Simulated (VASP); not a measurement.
# LiBeF3 (Pm-3m) in VASP: electric field gradients with PBE

Aim: the electric field gradients of LiBeF3 with PBE.

All numbers are computed with VASP 6.6.1; they aren't measurements. Logs are shortened: lines on timing, memory, paths and dates and some standing lists are left out, and cuts for length are marked.

## (1) The cell of the first run

The structure is cubic, space group Pm-3m (No. 221). The conventional cell has a = 3.541 Å, b = 3.541 Å, c = 3.541 Å, α = 90.00°, β = 90.00°, γ = 90.00°. Within 2.4 Å of Li (site symmetry m-3m) lie 6 F at 1.77 Å. Within 3.3 Å of Be (site symmetry m-3m) lie 12 F at 2.50 Å and 8 Li at 3.07 Å. Within 2.4 Å of F (site symmetry 4/mmm) lie 2 Li at 1.77 Å.

## (2) Electric field gradients, PBE

Contents of INCAR:

```
SYSTEM = LiBeF3
ALGO = Normal
EDIFF = 1E-8
ENCUT = 520
GGA = PE
ISIF = 2
ISMEAR = 0
LASPH = .TRUE.
LCHARG = .FALSE.
LEFG = .TRUE.
LREAL = .FALSE.
LWAVE = .FALSE.
NBANDS = 21
NELM = 100
PREC = Accurate
SIGMA = 0.01
```

Contents of KPOINTS:

```
k-points
0
G
  8 8 8
  0 0 0
```

Contents of POSCAR:

```
LiBeF3
1.0
    3.5408496508      0.0000000000      0.0000000000
    0.0000000000      3.5408496508      0.0000000000
    0.0000000000      0.0000000000      3.5408496508
Li Be F
1 1 3
Direct
    0.5000000000      0.5000000000      0.5000000000
    0.0000000000      0.0000000000      0.0000000000
    0.0000000000      0.5000000000      0.5000000000
    0.5000000000      0.5000000000      0.0000000000
    0.5000000000      0.0000000000      0.5000000000
```

Potentials or basis: VASP PAW PBE potentials, release 64 (Li_sv, Be, F).

Started as:

```sh
cat potpaw_PBE.64/Li_sv/POTCAR potpaw_PBE.64/Be/POTCAR potpaw_PBE.64/F/POTCAR > POTCAR
mpirun -np 1 vasp_std > vasp.out
```

OUTCAR:

```text
SYSTEM = LiBeF3
   EDIFF = 1E-8
   ENCUT = 520
   GGA = PE
   ISIF = 2
   ISMEAR = 0
   LASPH = .TRUE.
   LREAL = .FALSE.
   NELM = 100
   PREC = Accurate

 ion  position               nearest neighbor table
   1  0.500  0.500  0.500-   3 1.77   4 1.77   5 1.77   4 1.77   5 1.77   3 1.77
   2  0.000  0.000  0.000-
   3  0.000  0.500  0.500-   1 1.77   1 1.77
   4  0.500  0.500  0.000-   1 1.77   1 1.77
   5  0.500  0.000  0.500-   1 1.77   1 1.77

  LATTYP: Found a simple cubic cell.
 ALAT       =     3.5408496508

  Lattice vectors:

 A1 = (   3.5408496508,   0.0000000000,   0.0000000000)
 A2 = (   0.0000000000,   3.5408496508,   0.0000000000)
 A3 = (   0.0000000000,   0.0000000000,   3.5408496508)

Analysis of symmetry for initial positions (statically):
=====================================================================
 Subroutine PRICEL returns:
 Original cell was already a primitive cell.

 Routine SETGRP: Setting up the symmetry group for a
 simple cubic supercell.

 Subroutine GETGRP returns: Found 48 space group operations
 (whereof 48 operations were pure point group operations)
 out of a pool of 48 trial point group operations.

The static configuration has the point symmetry O_h .

Analysis of symmetry for dynamics (positions and initial velocities):
=====================================================================
 Subroutine PRICEL returns:
 Original cell was already a primitive cell.

 Routine SETGRP: Setting up the symmetry group for a
 simple cubic supercell.

 Subroutine GETGRP returns: Found 48 space group operations
 (whereof 48 operations were pure point group operations)
 out of a pool of 48 trial point group operations.

The dynamic configuration has the point symmetry O_h .

 Subroutine INISYM returns: Found 48 space group operations
 (whereof 48 operations are pure point group operations),
 and found     1 'primitive' translations

----------------------------------------------------------------------------------------

                                     Primitive cell

  volume of cell :      44.3938

  direct lattice vectors                    reciprocal lattice vectors
     3.540849651  0.000000000  0.000000000     0.282418091  0.000000000  0.000000000
     0.000000000  3.540849651  0.000000000     0.000000000  0.282418091  0.000000000
     0.000000000  0.000000000  3.540849651     0.000000000  0.000000000  0.282418091

  length of vectors
     3.540849651  3.540849651  3.540849651     0.282418091  0.282418091  0.282418091

  position of ions in fractional coordinates (direct lattice)
     0.500000000  0.500000000  0.500000000
     0.000000000  0.000000000  0.000000000
     0.000000000  0.500000000  0.500000000
     0.500000000  0.500000000  0.000000000
     0.500000000  0.000000000  0.500000000

  ion indices of the primitive-cell ions
   primitive index   ion index
                 1           1
                 2           2
                 3           3
                 4           4
                 5           5

----------------------------------------------------------------------------------------

 KPOINTS: k-points

Automatic generation of k-mesh.
 Grid dimensions read from file:
 generate k-points for:    8    8    8

 Generating k-lattice:

  Cartesian coordinates                     Fractional coordinates (reciprocal lattice)
     0.035302261  0.000000000  0.000000000     0.125000000  0.000000000  0.000000000
     0.000000000  0.035302261  0.000000000     0.000000000  0.125000000  0.000000000
[... 45 lines left out ...]
   ions per type =               1   1   3
   NGX,Y,Z   is equivalent  to a cutoff of  13.15, 13.15, 13.15 a.u.
   NGXF,Y,Z  is equivalent  to a cutoff of  26.29, 26.29, 26.29 a.u.
 SYSTEM =  LiBeF3
   PREC   = accura    normal or accurate (medium, high low for compatibility)
   ISTART =      0    job   : 0-new  1-cont  2-samecut
   ICHARG =      2    charge: 1-file 2-atom 10-const
   ISPIN  =      1    spin polarized calculation?
   LNONCOLLINEAR =      F non collinear calculations
   LSORBIT =      F    spin-orbit coupling
   LASPH  =      T    aspherical Exc in radial PAW
   ENCUT  =  520.0 eV  38.22 Ry    6.18 a.u.   6.58  6.58  6.58*2*pi/ulx,y,z
   NELM   =    100;   NELMIN=  2; NELMDL= -5     # of ELM steps
   EDIFF  = 0.1E-07   stopping-criterion for ELM
   LREAL  =      F    real-space projection
   EDIFFG = 0.1E-06   stopping-criterion for IOM
   NSW    =      0    number of steps for IOM
   IBRION =     -1    ionic relax: 0-MD 1-quasi-New 2-CG
   NFREE  =      0    steps in history (QN), initial steepest desc. (CG)
   ISIF   =      2    stress and relaxation
   ISYM   =      2    0-nonsym 1-usesym 2-fastsym
   POTIM  = 0.5000    time-step for ionic-motion
   TEBEG  =    0.0;   TEEND  =   0.0 temperature during run
   PSTRESS=    0.0 pullay stress
   NELECT =      26.0000    total number of electrons
   NUPDOWN=      -1.0000    fix difference up-down
   EMIN   =  10.00;   EMAX   =-10.00  energy-range for DOS
   EFERMI =   0.00;   METHOD = LEGACY
   ISMEAR =     0;   SIGMA  =   0.01  broadening in eV -4-tet -1-fermi 0-gaus
   EFERMI_NEDOS =   21; number of points for ismear=-14 and -15
   IALGO  =     38    algorithm
   IMIX   =      4    mixing-type and parameters
     AMIX     =   0.40;   BMIX     =  1.00
     AMIX_MAG =   1.60;   BMIX_MAG =  1.00
  volume/ion in A,a.u.               =       8.88        59.92
  Fermi-wavevector in a.u.,A,eV,Ry     =   1.369699  2.588356 25.525553  1.876075
  Thomas-Fermi vector in A             =   2.495551
   LORBIT       =      0    0 simple, 1 ext, 2 COOP (PROOUT), +10 PAW based schemes
   GGA     = PE    functional components
   LHFCALC =     F    Hartree Fock is set to
   AEXX    =    0.0000 exact exchange contribution
   IVDW    =     0    specifies the selected vdW correction
   LEPSILON=     F    determine dielectric tensor
   LRPA    =     F    only Hartree local field effects (RPA)
 non-spin polarized calculation
 Gauss-broadening in eV      SIGMA  =   0.01
  energy-cutoff  :      520.00
  volume of cell :       44.39
 maximum number of plane-waves:      1222
 NGX is ok and might be reduce to    28
   NGX = 13   NGY = 13   NGZ = 13

 number of electron      26.0000051 magnetization

 Free energy of the ion-electron system (eV)
  ---------------------------------------------------
  ext. energy  EPLUGINS =         0.00000000
  ---------------------------------------------------
  free energy    TOTEN  =       -19.96069118 eV

  energy without entropy =      -19.96069118  energy(sigma->0) =      -19.96069118

 E-fermi :   0.4922     XC(G=0): -10.0972

 val. band max:        0.3685440602   @ k =   0.5000   0.5000   0.5000
 cond. band min:       1.9493024127   @ k =   0.0000   0.0000   0.0000
 fundamental gap:      1.5807583525
 Fermi energy:         0.4921942232

 k-point     1 :       0.0000    0.0000    0.0000
  band No.  band energies     occupation
      1     -39.5060      2.00000
      2     -20.6765      2.00000
      3     -19.2848      2.00000
      4     -19.2848      2.00000
      5      -3.4201      2.00000
      6      -3.4201      2.00000
[... 565 lines left out ...]
     20      18.3255      0.00000
     21      19.1665      0.00000

 [... further k-points ...]

------------------------ aborting loop because EDIFF is reached ----------------------------------------

  FORCE on cell =-STRESS in cart. coord.  units (eV):
  Direction    XX          YY          ZZ          XY          YZ          ZX
  --------------------------------------------------------------------------------------
  -------------------------------------------------------------------------------------
  Total       -0.0261229     -0.0261229     -0.0261229      0.0000000      0.0000000      0.0000000
  in kB       -0.9427796     -0.9427796     -0.9427796      0.0000000      0.0000000      0.0000000
  external PRESSURE =      -0.9427796 kB  Pullay stress =       0.0000000 kB

 VOLUME and BASIS-vectors are now :
 -----------------------------------------------------------------------------
  energy-cutoff  :      520.00
  volume of cell :       44.39
      direct lattice vectors                 reciprocal lattice vectors
     3.540849651  0.000000000  0.000000000     0.282418091  0.000000000  0.000000000
     0.000000000  3.540849651  0.000000000     0.000000000  0.282418091  0.000000000
     0.000000000  0.000000000  3.540849651     0.000000000  0.000000000  0.282418091

 POSITION                                       TOTAL-FORCE (eV/Angst)
 -----------------------------------------------------------------------------------
      1.77042      1.77042      1.77042         0.000000      0.000000      0.000000
      0.00000      0.00000      0.00000         0.000000      0.000000      0.000000
      0.00000      1.77042      1.77042         0.000000      0.000000      0.000000
      1.77042      1.77042      0.00000         0.000000      0.000000      0.000000
      1.77042      0.00000      1.77042         0.000000      0.000000      0.000000
 -----------------------------------------------------------------------------------
    total drift:                                0.000000      0.000000      0.000000

  FREE ENERGIE OF THE ION-ELECTRON SYSTEM (eV)
  ---------------------------------------------------
  free  energy   TOTEN  =       -19.9606911847 eV

  energy  without entropy=      -19.9606911847  energy(sigma->0) =      -19.96069118

 Electric field gradients (V/A^2)
---------------------------------------------------------------------
 ion       V_xx      V_yy      V_zz      V_xy      V_xz      V_yz
---------------------------------------------------------------------
   1      -0.000     0.000     0.000     0.000    -0.000     0.000
   2       0.000    -0.000     0.000     0.000     0.000    -0.000
   3     -82.246    41.123    41.123     0.000    -0.000    -0.000
   4      41.123    41.123   -82.246     0.000    -0.000    -0.000
   5      41.123   -82.246    41.123     0.000    -0.000    -0.000
---------------------------------------------------------------------

 Electric field gradients after diagonalization (V/A^2)
 (convention: |V_zz| > |V_xx| > |V_yy|)
----------------------------------------------------------------------
 ion       V_xx      V_yy      V_zz     asymmetry (V_yy - V_xx)/ V_zz
----------------------------------------------------------------------
   1      -0.000     0.000     0.000       0.823
   2       0.000    -0.000     0.000      -0.238
   3      41.123    41.123   -82.246       0.000
   4      41.123    41.123   -82.246       0.000
   5      41.123    41.123   -82.246       0.000
----------------------------------------------------------------------

           NMR quadrupolar parameters

 Cq : quadrupolar parameter    Cq=e*Q*V_zz/h
 eta: asymmetry parameters     (V_yy - V_xx)/ V_zz
 Q  : nuclear electric quadrupole moment in mb (millibarn)
----------------------------------------------------------------------
 ion       Cq(MHz)       eta       Q (mb)
----------------------------------------------------------------------
   1       0.000       0.823       1.000
   2       0.000      -0.238       1.000
   3      -0.199       0.000       1.000
   4      -0.199       0.000       1.000
   5      -0.199       0.000       1.000
----------------------------------------------------------------------
```

Run time: 15 s. Hardware: 1 thread of Intel Xeon 6975P-C (Granite Rapids), shared host; peak memory 0.16 GiB.

What came out:

| Quantity | Value |
| --- | --- |
| Free energy | -19.9607 eV |
| Band gap on the k mesh | 1.58 eV, indirect (least direct gap 1.93 eV) |

Electric field gradients, principal values (V/Å²):
```
atom   least  middle  greatest (by size)
1 Li   0.000   0.000               0.000
2 Be   0.000   0.000               0.000
 3 F  41.123  41.123             -82.246
 4 F  41.123  41.123             -82.246
 5 F  41.123  41.123             -82.246
```

Caveat: the cutoff is under 1.25 times the usual one of these potentials, so pressure, stress and relaxed cells hold a basis-set (Pulay) error; without QUAD_EFG the Cq values of the log hold for a quadrupole moment of 1 mb, not for the nuclei. A k mesh can miss the band edges.
